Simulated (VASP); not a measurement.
A run of VASP 6.6.1 is set up as follows.

INCAR

```
  ALGO = Normal
  EDIFF = 1E-7
  ENCUT = 520
  GGA = PE
  ISIF = 2
  ISMEAR = 0
  LASPH = True
  LCHARG = False
  LREAL = False
  LWAVE = False
  NBANDS = 7
  NELM = 100
  PREC = Accurate
  SIGMA = 0.1
```

The input KPOINTS:

```
k-points
0
Gamma
  16 16 16
```

File POSCAR:

```
Mg
1.0
    0.0000000000      2.1667726626      2.1667726626
    2.1667726626      0.0000000000      2.1667726626
    2.1667726626      2.1667726626      0.0000000000
Mg
1
Direct
    0.0000000000      0.0000000000      0.0000000000
```

Potentials or basis: VASP PAW PBE potentials, release 64 (Mg).

Run with:

```console
$ cat potpaw_PBE.64/Mg/POTCAR > POTCAR
$ mpirun -np 1 vasp_std > vasp.out
```

**Question.** What does it give for the band gap on the k mesh?

**Answer.** Zero (band 1 reaches 4.80 eV, above the bottom of band 2 at 2.00 eV).

**Question.** What does it give for the pressure?

**Answer.** 5.7 GPa.
